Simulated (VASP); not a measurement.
# Ru (P6/mmm) in VASP: further runs

The runs below take Ru through single point, with PBEsol.

All numbers are computed with VASP 6.6.1; they aren't measurements. Logs are shortened: lines on timing, memory, paths and dates and some standing lists are left out, and cuts for length are marked.

**1. The cell of the first run**

Symmetry: P6/mmm, No. 191, hexagonal system. Conventional cell: a = 4.240 Å, b = 4.240 Å, c = 2.628 Å, α = 90.00°, β = 90.00°, γ = 120.00°. Ru (site symmetry 6/mmm) has 14 Ru at 2.63 to 2.78 Å within 3.5 Å. Ru (site symmetry -6m2) has 11 Ru at 2.45 to 2.78 Å within 3.2 Å.

**2. Single point, PBEsol**

INCAR

```
ALGO = Normal
EDIFF = 1E-7
ENCUT = 520
GGA = PS
ISIF = 2
ISMEAR = 0
LASPH = T
LCHARG = F
LREAL = F
LWAVE = F
NBANDS = 28
NELM = 100
PREC = Accurate
SIGMA = 0.1
```

KPOINTS

```
k-points
0
Gamma
  6 6 6
```

POSCAR

```
Ru
1.0
    4.2397979375      0.0000000000      0.0000000000
   -2.1198989688      3.6717727208      0.0000000000
    0.0000000000      0.0000000000      2.6280304036
Ru
3
Direct
    0.0000000000      0.0000000000      0.0000000000
    0.3333333333      0.6666666667      0.5000000000
    0.6666666667      0.3333333333      0.5000000000
```

Potentials or basis: VASP PAW PBE potentials, release 64 (Ru_pv).

Launch:

```bash
> cat potpaw_PBE.64/Ru_pv/POTCAR > POTCAR
> mpirun -np 1 vasp_std > vasp.out
```

OUTCAR:

```text
EDIFF = 1E-7
   ENCUT = 520
   GGA = PS
   ISIF = 2
   ISMEAR = 0
   LASPH = T
   LREAL = F
   NELM = 100
   PREC = Accurate

 ion  position               nearest neighbor table
   1  0.000  0.000  0.000-   2 2.78   3 2.78   2 2.78   3 2.78   3 2.78   3 2.78   2 2.78   2 2.78
                             3 2.78   3 2.78   2 2.78   2 2.78
   2  0.333  0.667  0.500-   3 2.45   3 2.45   3 2.45   1 2.78   1 2.78   1 2.78   1 2.78   1 2.78
                             1 2.78
   3  0.667  0.333  0.500-   2 2.45   2 2.45   2 2.45   1 2.78   1 2.78   1 2.78   1 2.78   1 2.78
                             1 2.78

  LATTYP: Found a hexagonal cell.
 ALAT       =     4.2397979375
 C/A-ratio  =     0.6198480310

  Lattice vectors:

 A1 = (   4.2397979375,   0.0000000000,   0.0000000000)
 A2 = (  -2.1198989688,   3.6717727208,   0.0000000000)
 A3 = (   0.0000000000,   0.0000000000,   2.6280304036)

Analysis of symmetry for initial positions (statically):
=====================================================================
 Subroutine PRICEL returns:
 Original cell was already a primitive cell.

 Routine SETGRP: Setting up the symmetry group for a
 hexagonal supercell.

 Subroutine GETGRP returns: Found 24 space group operations
 (whereof 24 operations were pure point group operations)
 out of a pool of 24 trial point group operations.

The static configuration has the point symmetry D_6h.

Analysis of symmetry for dynamics (positions and initial velocities):
=====================================================================
 Subroutine PRICEL returns:
 Original cell was already a primitive cell.

 Routine SETGRP: Setting up the symmetry group for a
 hexagonal supercell.

 Subroutine GETGRP returns: Found 24 space group operations
 (whereof 24 operations were pure point group operations)
 out of a pool of 24 trial point group operations.

The dynamic configuration has the point symmetry D_6h.

 Subroutine INISYM returns: Found 24 space group operations
 (whereof 24 operations are pure point group operations),
 and found     1 'primitive' translations

----------------------------------------------------------------------------------------

                                     Primitive cell

  volume of cell :      40.9121

  direct lattice vectors                    reciprocal lattice vectors
     4.239797937  0.000000000  0.000000000     0.235860297  0.136174006  0.000000000
    -2.119898969  3.671772721  0.000000000     0.000000000  0.272348012  0.000000000
     0.000000000  0.000000000  2.628030404     0.000000000  0.000000000  0.380513102

  length of vectors
     4.239797937  4.239797938  2.628030404     0.272348012  0.272348012  0.380513102

  position of ions in fractional coordinates (direct lattice)
     0.000000000  0.000000000  0.000000000
     0.333333333  0.666666667  0.500000000
     0.666666667  0.333333333  0.500000000

  ion indices of the primitive-cell ions
   primitive index   ion index
                 1           1
                 2           2
                 3           3

----------------------------------------------------------------------------------------

 KPOINTS: k-points

Automatic generation of k-mesh.
 Grid dimensions read from file:
 generate k-points for:    6    6    6

 Generating k-lattice:

  Cartesian coordinates                     Fractional coordinates (reciprocal lattice)
     0.039310049  0.022695668  0.000000000     0.166666667  0.000000000  0.000000000
     0.000000000  0.045391335  0.000000000     0.000000000  0.166666667  0.000000000
     0.000000000  0.000000000  0.063418850     0.000000000  0.000000000  0.166666667

  Length of vectors
     0.045391335  0.045391335  0.063418850

  Shift w.r.t. Gamma in fractional coordinates (k-lattice)
     0.000000000  0.000000000  0.000000000

 Subroutine IBZKPT returns following result:
 ===========================================

 Found     28 irreducible k-points:

 Following reciprocal coordinates:
            Coordinates               Weight
  0.000000  0.000000  0.000000      1.000000
  0.166667  0.000000  0.000000      6.000000
  0.333333 -0.000000  0.000000      6.000000
  0.500000  0.000000  0.000000      3.000000
  0.166667  0.166667  0.000000      6.000000
  0.333333  0.166667  0.000000     12.000000
[... 16 lines left out ...]
  0.166667  0.000000  0.500000      6.000000
  0.333333 -0.000000  0.500000      6.000000
 [... further k-points ...]
   k-points           NKPTS =     28   k-points in BZ     NKDIM =     28   number of bands    NBANDS=     28
   number of dos      NEDOS =    301   number of ions     NIONS =      3
   total plane-waves  NPLWV =  20480
   dimension x,y,z NGX =    32 NGY =   32 NGZ =   20
   dimension x,y,z NGXF=    64 NGYF=   64 NGZF=   40
   ions per type =               3
   NGX,Y,Z   is equivalent  to a cutoff of  12.55, 12.55, 12.65 a.u.
   NGXF,Y,Z  is equivalent  to a cutoff of  25.09, 25.09, 25.30 a.u.
 SYSTEM =  unknown system
   PREC   = accura    normal or accurate (medium, high low for compatibility)
   ISTART =      0    job   : 0-new  1-cont  2-samecut
   ICHARG =      2    charge: 1-file 2-atom 10-const
   ISPIN  =      1    spin polarized calculation?
   LNONCOLLINEAR =      F non collinear calculations
   LSORBIT =      F    spin-orbit coupling
   LASPH  =      T    aspherical Exc in radial PAW
   ENCUT  =  520.0 eV  38.22 Ry    6.18 a.u.   7.88  7.88  4.89*2*pi/ulx,y,z
   NELM   =    100;   NELMIN=  2; NELMDL= -5     # of ELM steps
   EDIFF  = 0.1E-06   stopping-criterion for ELM
   LREAL  =      F    real-space projection
   EDIFFG = 0.1E-05   stopping-criterion for IOM
   NSW    =      0    number of steps for IOM
   IBRION =     -1    ionic relax: 0-MD 1-quasi-New 2-CG
   NFREE  =      0    steps in history (QN), initial steepest desc. (CG)
   ISIF   =      2    stress and relaxation
   ISYM   =      2    0-nonsym 1-usesym 2-fastsym
   POTIM  = 0.5000    time-step for ionic-motion
   TEBEG  =    0.0;   TEEND  =   0.0 temperature during run
   PSTRESS=    0.0 pullay stress
   NELECT =      42.0000    total number of electrons
   NUPDOWN=      -1.0000    fix difference up-down
   EMIN   =  10.00;   EMAX   =-10.00  energy-range for DOS
   EFERMI =   0.00;   METHOD = LEGACY
   ISMEAR =     0;   SIGMA  =   0.10  broadening in eV -4-tet -1-fermi 0-gaus
   EFERMI_NEDOS =   21; number of points for ismear=-14 and -15
   IALGO  =     38    algorithm
   IMIX   =      4    mixing-type and parameters
     AMIX     =   0.40;   BMIX     =  1.00
     AMIX_MAG =   1.60;   BMIX_MAG =  1.00
  volume/ion in A,a.u.               =      13.64        92.03
  Fermi-wavevector in a.u.,A,eV,Ry     =   1.651483  3.120851 37.108484  2.727397
  Thomas-Fermi vector in A             =   2.740255
   LORBIT       =      0    0 simple, 1 ext, 2 COOP (PROOUT), +10 PAW based schemes
   GGA     = PS    functional components
   LHFCALC =     F    Hartree Fock is set to
   AEXX    =    0.0000 exact exchange contribution
   IVDW    =     0    specifies the selected vdW correction
   LEPSILON=     F    determine dielectric tensor
   LRPA    =     F    only Hartree local field effects (RPA)
 non-spin polarized calculation
 Gauss-broadening in eV      SIGMA  =   0.10
  energy-cutoff  :      520.00
  volume of cell :       40.91
 maximum number of plane-waves:      1116
 NGX is ok and might be reduce to    32
   NGX = 15   NGY = 15   NGZ =  9

 number of electron      41.9999993 magnetization

 Free energy of the ion-electron system (eV)
  ---------------------------------------------------
  ext. energy  EPLUGINS =         0.00000000
  ---------------------------------------------------
  free energy    TOTEN  =       -29.58852463 eV

  energy without entropy =      -29.56373071  energy(sigma->0) =      -29.57612767

 E-fermi :  12.8311     XC(G=0): -14.2370

 val. band max:       12.8286846187   @ k =   0.1667   0.0000   0.3333
 cond. band min:      12.8326485998   @ k =   0.3333  -0.0000   0.0000
 fundamental gap:      0.0039639812
 Fermi energy:        12.8310985438

 k-point     1 :       0.0000    0.0000    0.0000
  band No.  band energies     occupation
      1     -30.7885      2.00000
      2     -30.7885      2.00000
      3     -30.3928      2.00000
      4     -30.3928      2.00000
      5     -30.0974      2.00000
      6     -29.8282      2.00000
[... 20 lines left out ...]
     27      22.2028      0.00000
     28      22.3022      0.00000

 k-point     2 :       0.1667    0.0000    0.0000
  band No.  band energies     occupation
      1     -30.8572      2.00000
      2     -30.7950      2.00000
      3     -30.3059      2.00000
      4     -30.2873      2.00000
      5     -30.0766      2.00000
      6     -29.8641      2.00000
[... 20 lines left out ...]
     27      19.4787      0.00000
     28      22.7497      0.00000

 k-point     3 :       0.3333   -0.0000    0.0000
  band No.  band energies     occupation
      1     -30.9540      2.00000
      2     -30.7181      2.00000
      3     -30.1604      2.00000
      4     -30.1576      2.00000
      5     -30.0775      2.00000
      6     -30.0210      2.00000
[... 20 lines left out ...]
     27      16.8298      0.00000
     28      22.9441      0.00000

 k-point     4 :       0.5000    0.0000    0.0000
  band No.  band energies     occupation
      1     -30.9927      2.00000
      2     -30.5838      2.00000
      3     -30.3439      2.00000
      4     -30.0836      2.00000
      5     -30.0286      2.00000
      6     -29.9542      2.00000
[... 578 lines left out ...]
     27      22.5540      0.00000
     28      23.0462      0.00000

 k-point    23 :       0.1667    0.0000    0.5000
  band No.  band energies     occupation
      1     -30.7296      2.00000
      2     -30.7220      2.00000
      3     -30.6920      2.00000
      4     -30.5773      2.00000
      5     -30.4805      2.00000
      6     -30.1495      2.00000
[... 20 lines left out ...]
     27      22.2127      0.00000
     28      22.9870      0.00000

 k-point    24 :       0.3333   -0.0000    0.5000
  band No.  band energies     occupation
      1     -30.7611      2.00000
      2     -30.7574      2.00000
      3     -30.7414      2.00000
      4     -30.5234      2.00000
      5     -30.4255      2.00000
      6     -30.1503      2.00000
[... 20 lines left out ...]
     27      21.3354      0.00000
     28      22.3622      0.00000

 [... further k-points ...]

------------------------ aborting loop because EDIFF is reached ----------------------------------------

  FORCE on cell =-STRESS in cart. coord.  units (eV):
  Direction    XX          YY          ZZ          XY          YZ          ZX
  --------------------------------------------------------------------------------------
  -------------------------------------------------------------------------------------
  Total       -0.3286641     -0.3286641      0.8930751      0.0000000     -0.0000000      0.0000000
  in kB      -12.8709781    -12.8709781     34.9741534      0.0000000     -0.0000000      0.0000000
  external PRESSURE =       3.0773990 kB  Pullay stress =       0.0000000 kB

 VOLUME and BASIS-vectors are now :
 -----------------------------------------------------------------------------
  energy-cutoff  :      520.00
  volume of cell :       40.91
      direct lattice vectors                 reciprocal lattice vectors
     4.239797937  0.000000000  0.000000000     0.235860297  0.136174006  0.000000000
    -2.119898969  3.671772721  0.000000000     0.000000000  0.272348012  0.000000000
     0.000000000  0.000000000  2.628030404     0.000000000  0.000000000  0.380513102

 POSITION                                       TOTAL-FORCE (eV/Angst)
 -----------------------------------------------------------------------------------
      0.00000      0.00000      0.00000        -0.000000      0.000000      0.000000
     -0.00000      2.44785      1.31402        -0.000000      0.000000      0.000000
      2.11990      1.22392      1.31402         0.000000     -0.000000     -0.000000
 -----------------------------------------------------------------------------------
    total drift:                               -0.000000      0.000000      0.000000

  FREE ENERGIE OF THE ION-ELECTRON SYSTEM (eV)
  ---------------------------------------------------
  free  energy   TOTEN  =       -29.5885246284 eV

  energy  without entropy=      -29.5637307122  energy(sigma->0) =      -29.57612767
```

It took 22 s on 1 thread of Intel Xeon Platinum 8259CL at 2.50GHz (Skylake/Cascade Lake), shared host; peak memory 0.16 GiB.

Results:

* Free energy: -29.5885 eV
* Pressure: 0.3 GPa
* Band gap on the k mesh: zero (band 21 reaches 13.99 eV, above the bottom of band 22 at 11.53 eV)

Levels at points of the mesh, in eV from the Fermi level:
```tsv
k point	band 19	band 20	band 21	band 22	band 23	band 24
(0.00, 0.00, 0.00)	-2.21	-1.39	-1.39	-1.30	-1.30	1.71
(0.50, 0.00, 0.00)	-1.13	-1.06	0.37	0.82	0.85	0.87
(0.00, 0.00, 0.50)	-2.14	0.66	0.66	1.33	1.33	2.56
(0.50, 0.00, 0.50)	-0.81	-0.53	0.27	0.92	1.34	2.21
```

Caveat: the k points lie up to 0.40 Å⁻¹ apart; the PAW data sets were made with another functional, which shifts forces and pressure a little.

**3. Single point, PBEsol**

INCAR

```
SYSTEM = Ru
PREC = Accurate ; ENCUT = 520
EDIFF = 1E-6 ; ISMEAR = 0
SIGMA = 0.1 ; LREAL = .FALSE.
LASPH = .TRUE. ; NELM = 100
ALGO = Normal ; ISIF = 2
LWAVE = .FALSE. ; LCHARG = .FALSE.
GGA = PS ; NBANDS = 28
```

KPOINTS

```
Automatic mesh
0
G
  12 12 16
  0 0 0
```

POSCAR

```
Ru
1.0
    4.2212450518      0.0000000000      0.0000000000
   -2.1106225259      3.6557054505      0.0000000000
    0.0000000000      0.0000000000      2.6524658303
Ru
3
Direct
    0.0000000000      0.0000000000      0.0000000000
    0.3333333333      0.6666666667      0.5000000000
    0.6666666667      0.3333333333      0.5000000000
```

Potentials or basis: VASP PAW PBE potentials, release 64 (Ru_pv).

Launch:

```bash
> cat potpaw_PBE.64/Ru_pv/POTCAR > POTCAR
> mpirun -np 1 vasp_std > vasp.out
```

OUTCAR:

```text
SYSTEM = Ru
   PREC = Accurate
   ENCUT = 520
   EDIFF = 1E-6
   ISMEAR = 0
   LREAL = .FALSE.
   LASPH = .TRUE.
   NELM = 100
   ISIF = 2
   GGA = PS

 ion  position               nearest neighbor table
   1  0.000  0.000  0.000-   2 2.77   3 2.77   2 2.77   3 2.77   3 2.77   3 2.77   2 2.77   2 2.77
                             3 2.77   3 2.77   2 2.77   2 2.77
   2  0.333  0.667  0.500-   3 2.44   3 2.44   3 2.44   1 2.77   1 2.77   1 2.77   1 2.77   1 2.77
                             1 2.77
   3  0.667  0.333  0.500-   2 2.44   2 2.44   2 2.44   1 2.77   1 2.77   1 2.77   1 2.77   1 2.77
                             1 2.77

[... 944 lines left out ...]
  --------------------------------------------------------------------------------------
  -------------------------------------------------------------------------------------
  Total        0.0300824      0.0300824     -0.0382561     -0.0000000      0.0000000      0.0000000
  in kB        1.1774997      1.1774997     -1.4974410     -0.0000000      0.0000000      0.0000000
  external PRESSURE =       0.2858528 kB  Pullay stress =       0.0000000 kB

 VOLUME and BASIS-vectors are now :
 -----------------------------------------------------------------------------
  energy-cutoff  :      520.00
  volume of cell :       40.93
      direct lattice vectors                 reciprocal lattice vectors
     4.221245052  0.000000000  0.000000000     0.236896932  0.136772507  0.000000000
    -2.110622526  3.655705451  0.000000000     0.000000000  0.273545014  0.000000000
     0.000000000  0.000000000  2.652465830     0.000000000  0.000000000  0.377007684

 POSITION                                       TOTAL-FORCE (eV/Angst)
 -----------------------------------------------------------------------------------
      0.00000      0.00000      0.00000         0.000000     -0.000000      0.000000
     -0.00000      2.43714      1.32623        -0.000000     -0.000000     -0.000000
      2.11062      1.21857      1.32623         0.000000      0.000000      0.000000
 -----------------------------------------------------------------------------------
    total drift:                               -0.000000      0.000000      0.000000

  FREE ENERGIE OF THE ION-ELECTRON SYSTEM (eV)
  ---------------------------------------------------
  free  energy   TOTEN  =       -29.6827778389 eV

  energy  without entropy=      -29.6642162266  energy(sigma->0) =      -29.67349703
```

Wall time 92 s (1 thread of Intel Xeon Platinum 8259CL at 2.50GHz (Skylake/Cascade Lake), shared host); peak memory 0.25 GiB.

What came out:

* Free energy: -29.6828 eV
* Pressure: 0.0 GPa
* Band gap on the k mesh: zero (band 21 reaches 13.99 eV, above the bottom of band 22 at 11.42 eV)

Levels at points of the mesh, in eV from the Fermi level:
| k point | band 19 | band 20 | band 21 | band 22 | band 23 | band 24 |
| --- | --- | --- | --- | --- | --- | --- |
| (0.00, 0.00, 0.00) | -2.19 | -1.49 | -1.49 | -1.38 | -1.38 | 1.74 |
| (0.50, 0.00, 0.00) | -1.21 | -1.14 | 0.40 | 0.82 | 0.85 | 0.87 |
| (0.00, 0.00, 0.50) | -2.03 | 0.69 | 0.69 | 1.40 | 1.40 | 2.54 |
| (0.50, 0.00, 0.50) | -0.78 | -0.54 | 0.30 | 1.00 | 1.33 | 2.21 |

Caveat: the PAW data sets were made with another functional, which shifts forces and pressure a little.
